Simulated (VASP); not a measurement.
Here is a VASP 6.6.1 calculation.

File INCAR:

```
ALGO     = Normal         # electronic algorithm
EDIFF    = 1E-7           # SCF threshold, eV
ENCUT    = 520            # plane-wave cutoff, eV
GGA      = PE             # functional
ISIF     = 2              # what is computed and relaxed
ISMEAR   = 0              # smearing method
LASPH    = T              # aspherical terms in the spheres
LCHARG   = F              # write CHGCAR
LREAL    = F              # projectors in reciprocal space
LWAVE    = F              # write WAVECAR
NBANDS   = 30             # bands
NELM     = 80             # most SCF steps
PREC     = Accurate       # precision mode
SIGMA    = 0.2            # smearing width, eV
```

The input KPOINTS:

```
k-points
0
Gamma
  5 5 5
```

POSCAR

```
Hf4C
1.0
   -2.2794642617      2.2794642617      4.6402420923
    2.2794642617     -2.2794642617      4.6402420923
    2.2794642617      2.2794642617     -4.6402420923
Hf C
4 1
Direct
    0.7601292343      0.7601292343      0.0000000000
    0.5000000000      0.0000000000      0.5000000000
    0.0000000000      0.5000000000      0.5000000000
    0.2398707657      0.2398707657      0.0000000000
    0.0000000000      0.0000000000      0.0000000000
```

Potentials or basis: VASP PAW PBE potentials, release 64 (Hf_pv, C).

Launch:

```bash
$ cat potpaw_PBE.64/Hf_pv/POTCAR potpaw_PBE.64/C/POTCAR > POTCAR
$ mpirun -np 1 vasp_std > vasp.out
```

Estimate the largest force.

0.016 eV/Å.

Estimate the pressure.

-0.6 GPa.

Estimate the band gap on the k mesh.

zero (band 22 reaches 4.89 eV, above the bottom of band 23 at 4.58 eV).

Forces on the atoms (eV/Å):
```
Hf   0.000  0.000  0.016
Hf   0.000  0.000  0.000
Hf   0.000  0.000  0.000
Hf   0.000  0.000 -0.016
C    0.000  0.000  0.000
```

Caveat: the k points lie up to 0.39 Å⁻¹ apart; spin-orbit coupling is left out, which moves the levels of the heavy elements.
